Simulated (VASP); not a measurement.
# NaI (Fm-3m) in VASP: single point with PBEsol

Aim: the single point of NaI with PBEsol.

Everything below comes from runs of VASP 6.6.1. Logs are shortened: lines on timing, memory, paths and dates and some standing lists are left out, and cuts for length are marked.

## 1. The cell of the first run

It takes space group Fm-3m (No. 225, cubic). Conventional cell: a = 6.473 Å, b = 6.473 Å, c = 6.473 Å, α = 90.00°, β = 90.00°, γ = 90.00°. Within 4.3 Å of Na (site symmetry m-3m) lie 6 I at 3.24 Å. I (site symmetry m-3m) has 6 Na at 3.24 Å within 4.3 Å.

## 2. Single point, PBEsol

The input, INCAR:

```
SYSTEM = NaI
ALGO     = Normal         ! electronic algorithm
EDIFF    = 1E-6           ! SCF threshold, eV
ENCUT    = 500            ! plane-wave cutoff, eV
GGA      = PS             ! functional
GGA_COMPAT= .False.      
ISIF     = 2              ! what is computed and relaxed
ISMEAR   = 0              ! smearing method
LASPH    = .True.         ! aspherical terms in the spheres
LCHARG   = .False.        ! write CHGCAR
LREAL    = .False.        ! projectors in reciprocal space
LWAVE    = .False.        ! write WAVECAR
NBANDS   = 14             ! bands
NELM     = 120            ! most SCF steps
PREC     = Accurate       ! precision mode
SIGMA    = 0.1            ! smearing width, eV
```

The input, KPOINTS:

```
k-points
0
Gamma
  6 6 6
  0 0 0
```

The input, POSCAR:

```
NaI
1.0
    0.0000000000      3.2364000000      3.2364000000
    3.2364000000      0.0000000000      3.2364000000
    3.2364000000      3.2364000000      0.0000000000
Na I
1 1
Direct
    0.0000000000      0.0000000000      0.0000000000
    0.5000000000      0.5000000000      0.5000000000
```

Potentials or basis: VASP PAW PBE potentials, release 64 (Na_pv, I).

Run with:

```bash
$ cat potpaw_PBE.64/Na_pv/POTCAR potpaw_PBE.64/I/POTCAR > POTCAR
$ mpirun -np 1 vasp_std > vasp.out
```

OUTCAR:

```text
SYSTEM = NaI
   EDIFF = 1E-6
   ENCUT = 500
   GGA = PS
   ISIF = 2
   ISMEAR = 0
   LASPH = .True.
   LREAL = .False.
   NELM = 120
   PREC = Accurate

 ion  position               nearest neighbor table
   1  0.000  0.000  0.000-
   2  0.500  0.500  0.500-

  LATTYP: Found a face centered cubic cell.
 ALAT       =     6.4728000000

  Lattice vectors:

 A1 = (   0.0000000000,   3.2364000000,   3.2364000000)
 A2 = (   3.2364000000,   0.0000000000,   3.2364000000)
 A3 = (   3.2364000000,   3.2364000000,   0.0000000000)

Analysis of symmetry for initial positions (statically):
=====================================================================
 Subroutine PRICEL returns:
 Original cell was already a primitive cell.

 Routine SETGRP: Setting up the symmetry group for a
 face centered cubic supercell.

 Subroutine GETGRP returns: Found 48 space group operations
 (whereof 48 operations were pure point group operations)
 out of a pool of 48 trial point group operations.

The static configuration has the point symmetry O_h .

Analysis of symmetry for dynamics (positions and initial velocities):
=====================================================================
 Subroutine PRICEL returns:
 Original cell was already a primitive cell.

 Routine SETGRP: Setting up the symmetry group for a
 face centered cubic supercell.

 Subroutine GETGRP returns: Found 48 space group operations
 (whereof 48 operations were pure point group operations)
 out of a pool of 48 trial point group operations.

The dynamic configuration has the point symmetry O_h .

 Subroutine INISYM returns: Found 48 space group operations
 (whereof 48 operations are pure point group operations),
 and found     1 'primitive' translations

----------------------------------------------------------------------------------------

                                     Primitive cell

  volume of cell :      67.7980

  direct lattice vectors                    reciprocal lattice vectors
     0.000000000  3.236400000  3.236400000    -0.154492646  0.154492646  0.154492646
     3.236400000  0.000000000  3.236400000     0.154492646 -0.154492646  0.154492646
     3.236400000  3.236400000  0.000000000     0.154492646  0.154492646 -0.154492646

  length of vectors
     4.576960773  4.576960773  4.576960773     0.267589113  0.267589113  0.267589113

  position of ions in fractional coordinates (direct lattice)
     0.000000000  0.000000000  0.000000000
     0.500000000  0.500000000  0.500000000

  ion indices of the primitive-cell ions
   primitive index   ion index
                 1           1
                 2           2

----------------------------------------------------------------------------------------

 KPOINTS: k-points

Automatic generation of k-mesh.
 Grid dimensions read from file:
 generate k-points for:    6    6    6

 Generating k-lattice:

  Cartesian coordinates                     Fractional coordinates (reciprocal lattice)
    -0.025748774  0.025748774  0.025748774     0.166666667  0.000000000  0.000000000
     0.025748774 -0.025748774  0.025748774     0.000000000  0.166666667  0.000000000
     0.025748774  0.025748774 -0.025748774     0.000000000  0.000000000  0.166666667

  Length of vectors
     0.044598185  0.044598185  0.044598185

  Shift w.r.t. Gamma in fractional coordinates (k-lattice)
     0.000000000  0.000000000  0.000000000

 Subroutine IBZKPT returns following result:
 ===========================================

 Found     16 irreducible k-points:

 Following reciprocal coordinates:
            Coordinates               Weight
  0.000000  0.000000  0.000000      1.000000
  0.166667  0.000000  0.000000      8.000000
  0.333333  0.000000  0.000000      8.000000
  0.500000  0.000000  0.000000      4.000000
  0.166667  0.166667  0.000000      6.000000
  0.333333  0.166667  0.000000     24.000000
[... 8 lines left out ...]
 -0.333333  0.333333  0.166667     24.000000
 -0.333333  0.500000  0.166667     12.000000
   k-points           NKPTS =     16   k-points in BZ     NKDIM =     16   number of bands    NBANDS=     14
   number of dos      NEDOS =    301   number of ions     NIONS =      2
   total plane-waves  NPLWV =  46656
   dimension x,y,z NGX =    36 NGY =   36 NGZ =   36
   dimension x,y,z NGXF=    72 NGYF=   72 NGZF=   72
   ions per type =               1   1
   NGX,Y,Z   is equivalent  to a cutoff of  13.08, 13.08, 13.08 a.u.
   NGXF,Y,Z  is equivalent  to a cutoff of  26.15, 26.15, 26.15 a.u.
 SYSTEM =  NaI
   PREC   = accura    normal or accurate (medium, high low for compatibility)
   ISTART =      0    job   : 0-new  1-cont  2-samecut
   ICHARG =      2    charge: 1-file 2-atom 10-const
   ISPIN  =      1    spin polarized calculation?
   LNONCOLLINEAR =      F non collinear calculations
   LSORBIT =      F    spin-orbit coupling
   LASPH  =      T    aspherical Exc in radial PAW
   ENCUT  =  500.0 eV  36.75 Ry    6.06 a.u.   8.34  8.34  8.34*2*pi/ulx,y,z
   NELM   =    120;   NELMIN=  2; NELMDL= -5     # of ELM steps
   EDIFF  = 0.1E-05   stopping-criterion for ELM
   LREAL  =      F    real-space projection
   EDIFFG = 0.1E-04   stopping-criterion for IOM
   NSW    =      0    number of steps for IOM
   IBRION =     -1    ionic relax: 0-MD 1-quasi-New 2-CG
   NFREE  =      0    steps in history (QN), initial steepest desc. (CG)
   ISIF   =      2    stress and relaxation
   ISYM   =      2    0-nonsym 1-usesym 2-fastsym
   POTIM  = 0.5000    time-step for ionic-motion
   TEBEG  =    0.0;   TEEND  =   0.0 temperature during run
   PSTRESS=    0.0 pullay stress
   NELECT =      14.0000    total number of electrons
   NUPDOWN=      -1.0000    fix difference up-down
   EMIN   =  10.00;   EMAX   =-10.00  energy-range for DOS
   EFERMI =   0.00;   METHOD = LEGACY
   ISMEAR =     0;   SIGMA  =   0.10  broadening in eV -4-tet -1-fermi 0-gaus
   EFERMI_NEDOS =   21; number of points for ismear=-14 and -15
   IALGO  =     38    algorithm
   IMIX   =      4    mixing-type and parameters
     AMIX     =   0.40;   BMIX     =  1.00
     AMIX_MAG =   1.60;   BMIX_MAG =  1.00
  volume/ion in A,a.u.               =      33.90       228.76
  Fermi-wavevector in a.u.,A,eV,Ry     =   0.967636  1.828567 12.739397  0.936319
  Thomas-Fermi vector in A             =   2.097538
   LORBIT       =      0    0 simple, 1 ext, 2 COOP (PROOUT), +10 PAW based schemes
   GGA     = PS    functional components
   LHFCALC =     F    Hartree Fock is set to
   AEXX    =    0.0000 exact exchange contribution
   IVDW    =     0    specifies the selected vdW correction
   LEPSILON=     F    determine dielectric tensor
   LRPA    =     F    only Hartree local field effects (RPA)
 non-spin polarized calculation
 Gauss-broadening in eV      SIGMA  =   0.10
  energy-cutoff  :      500.00
  volume of cell :       67.80
 maximum number of plane-waves:      1759
 NGX is ok and might be reduce to    36
   NGX = 17   NGY = 17   NGZ = 17

 number of electron      13.9999993 magnetization

 Free energy of the ion-electron system (eV)
  ---------------------------------------------------
  ext. energy  EPLUGINS =         0.00000000
  ---------------------------------------------------
  free energy    TOTEN  =        -5.66670140 eV

  energy without entropy =       -5.66670140  energy(sigma->0) =       -5.66670140

 E-fermi :   1.2191     XC(G=0):  -7.8449

 val. band max:        0.7174041476   @ k =   0.0000   0.0000   0.0000
 cond. band min:       4.2234552833   @ k =   0.0000   0.0000   0.0000
 fundamental gap:      3.5060511357
 Fermi energy:         1.2190550329

 k-point     1 :       0.0000    0.0000    0.0000
  band No.  band energies     occupation
      1     -21.5277      2.00000
      2     -21.5277      2.00000
      3     -21.5277      2.00000
      4     -10.3395      2.00000
      5       0.7174      2.00000
      6       0.7174      2.00000
      7       0.7174      2.00000
      8       4.2235      0.00000
      9       8.5631      0.00000
     10       8.5631      0.00000
     11       8.5631      0.00000
     12      10.4342      0.00000
     13      10.4342      0.00000
     14      10.9539      0.00000

 k-point     2 :       0.1667    0.0000    0.0000
  band No.  band energies     occupation
      1     -21.5291      2.00000
      2     -21.5278      2.00000
      3     -21.5278      2.00000
      4     -10.2650      2.00000
      5      -0.0348      2.00000
      6       0.6410      2.00000
      7       0.6410      2.00000
      8       5.0461      0.00000
      9       8.0562      0.00000
     10       8.7568      0.00000
     11       8.7568      0.00000
     12       9.9054      0.00000
     13       9.9054      0.00000
     14      11.4264      0.00000

 k-point     3 :       0.3333    0.0000    0.0000
  band No.  band energies     occupation
      1     -21.5319      2.00000
      2     -21.5280      2.00000
      3     -21.5280      2.00000
      4     -10.1071      2.00000
      5      -1.0770      2.00000
      6       0.4984      2.00000
      7       0.4984      2.00000
      8       5.6812      0.00000
      9       8.3469      0.00000
     10       8.3469      0.00000
     11       8.6280      0.00000
     12      10.7585      0.00000
     13      10.9365      0.00000
     14      10.9365      0.00000
[... 188 lines left out ...]
 k-point    15 :      -0.3333    0.3333    0.1667
  band No.  band energies     occupation
      1     -21.5317      2.00000
      2     -21.5300      2.00000
      3     -21.5289      2.00000
      4      -9.9591      2.00000
      5      -1.0311      2.00000
      6      -0.4782      2.00000
      7       0.0603      2.00000
      8       6.6930      0.00000
      9       7.2379      0.00000
     10       8.4773      0.00000
     11       9.1412      0.00000
     12      11.0570      0.00000
     13      12.3867      0.00000
     14      13.6241      0.00000

 k-point    16 :      -0.3333    0.5000    0.1667
  band No.  band energies     occupation
      1     -21.5313      2.00000
      2     -21.5301      2.00000
      3     -21.5296      2.00000
      4      -9.9392      2.00000
      5      -0.9846      2.00000
      6      -0.4088      2.00000
      7      -0.1846      2.00000
      8       6.0288      0.00000
      9       7.0935      0.00000
     10       9.1560      0.00000
     11       9.2605      0.00000
     12      12.2183      0.00000
     13      13.0781      0.00000
     14      13.3054      0.00000

------------------------ aborting loop because EDIFF is reached ----------------------------------------

  FORCE on cell =-STRESS in cart. coord.  units (eV):
  Direction    XX          YY          ZZ          XY          YZ          ZX
  --------------------------------------------------------------------------------------
  -------------------------------------------------------------------------------------
  Total       -0.2043936     -0.2043936     -0.2043936      0.0000000      0.0000000     -0.0000000
  in kB       -4.8301574     -4.8301574     -4.8301574      0.0000000      0.0000000     -0.0000000
  external PRESSURE =      -4.8301574 kB  Pullay stress =       0.0000000 kB

 VOLUME and BASIS-vectors are now :
 -----------------------------------------------------------------------------
  energy-cutoff  :      500.00
  volume of cell :       67.80
      direct lattice vectors                 reciprocal lattice vectors
     0.000000000  3.236400000  3.236400000    -0.154492646  0.154492646  0.154492646
     3.236400000  0.000000000  3.236400000     0.154492646 -0.154492646  0.154492646
     3.236400000  3.236400000  0.000000000     0.154492646  0.154492646 -0.154492646

 POSITION                                       TOTAL-FORCE (eV/Angst)
 -----------------------------------------------------------------------------------
      0.00000      0.00000      0.00000         0.000000     -0.000000     -0.000000
      3.23640      3.23640      3.23640         0.000000      0.000000      0.000000
 -----------------------------------------------------------------------------------
    total drift:                                0.000000      0.000000      0.000000

  FREE ENERGIE OF THE ION-ELECTRON SYSTEM (eV)
  ---------------------------------------------------
  free  energy   TOTEN  =        -5.6667014050 eV

  energy  without entropy=       -5.6667014050  energy(sigma->0) =       -5.66670140
```

It took 16 s on 1 thread of Intel Xeon 8259CL, shared host; peak memory 0.21 GiB.

What came out:

| Property | Result |
| --- | --- |
| Free energy | -5.6667 eV |
| Pressure | -0.5 GPa |
| Band gap on the k mesh | 3.51 eV, direct |

Levels at points of the mesh, in eV from the valence-band top:
| k point | band 5 | band 6 | band 7 | band 8 | band 9 | band 10 |
| --- | --- | --- | --- | --- | --- | --- |
| (0.00, 0.00, 0.00) | 0.00 | 0.00 | 0.00 | 3.51 | 7.85 | 7.85 |
| (0.50, 0.00, 0.00) | -2.22 | -0.29 | -0.29 | 4.95 | 7.37 | 7.37 |
| (0.50, 0.50, 0.00) | -1.94 | -0.76 | -0.76 | 4.44 | 5.42 | 9.71 |

Caveat: the PAW data sets were made with another functional, which shifts forces and pressure a little; spin-orbit coupling is left out, which moves the levels of the heavy elements. A hybrid or GW would open this gap; PBEsol tends to underestimate it.
